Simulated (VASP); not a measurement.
Wanted: the native input for a VASP 6.6.1 run.

```yaml
Task: single point
Functional: HF
Potentials_or_basis: VASP PAW PBE potentials, release 64 (In_d)
Cutoff: 520 eV
k_mesh: 5 × 5 × 5
Occupations: fermi-dirac, width 0.05 eV
Spin: no spin polarisation
Dipole_correction: no
Grid_for_exact_exchange_PRECFOCK: Normal
Further_INCAR_settings: ALGO = Normal; EDIFF = 1e-06; NBANDS = 12
Share_of_exact_exchange: 1
```

In:

```
In
1.0
    -1.97061    1.97061    1.97061
     1.97061   -1.97061    1.97061
     1.97061    1.97061   -1.97061
In
1
Cartesian
  0.0000 0.0000 0.0000
```

This isn't the form of In at room conditions, which is tetragonal.

These files were run (other wordings do the same):

POSCAR

```
In
1.0
   -1.9706111400      1.9706111400      1.9706111400
    1.9706111400     -1.9706111400      1.9706111400
    1.9706111400      1.9706111400     -1.9706111400
In
1
Direct
    0.0000000000      0.0000000000      0.0000000000
```

INCAR.step1

```
SYSTEM = In
ALGO = Normal
EDIFF = 1E-5
ENCUT = 520
GGA = PE
ISIF = 2
ISMEAR = -1
LASPH = .True.
LCHARG = .False.
LREAL = .False.
LWAVE = .True.
NBANDS = 12
NELM = 80
PREC = Accurate
SIGMA = 0.05
```

INCAR.step2

```
SYSTEM = In
AEXX = 1.0
AGGAC = 0.0
ALDAC = 0.0
ALGO = Normal
EDIFF = 1E-6
ENCUT = 520
GGA = PE
ISIF = 2
ISMEAR = -1
ISTART = 1
LASPH = .True.
LCHARG = .False.
LHFCALC = .True.
LREAL = .False.
LWAVE = .False.
NBANDS = 12
NELM = 80
PREC = Accurate
PRECFOCK = Normal
SIGMA = 0.05
```

KPOINTS

```
k-points
0
Gamma
  5 5 5
  0 0 0
```

Potentials or basis: VASP PAW PBE potentials, release 64 (In_d).

Command:

```console
$ cat potpaw_PBE.64/In_d/POTCAR > POTCAR
$ cp INCAR.step1 INCAR
$ mpirun -np 1 vasp_std > vasp.out
$ cp INCAR.step2 INCAR
$ mpirun -np 1 vasp_std > vasp.out
```

It gave:

* Pressure: -0.6 GPa
* Band gap on the k mesh: zero (an odd number of electrons rules out a gap without spin polarisation)

Caveat: the k points lie up to 0.45 Å⁻¹ apart, too coarse for converged energies and pressures of a metal; the PAW data sets were made with another functional, which shifts forces and pressure a little; spin-orbit coupling is left out, which moves the levels of the heavy elements.

Run time: 14 min on 1 thread of Intel Xeon 8259CL (shared host), peak memory 0.17 GiB.
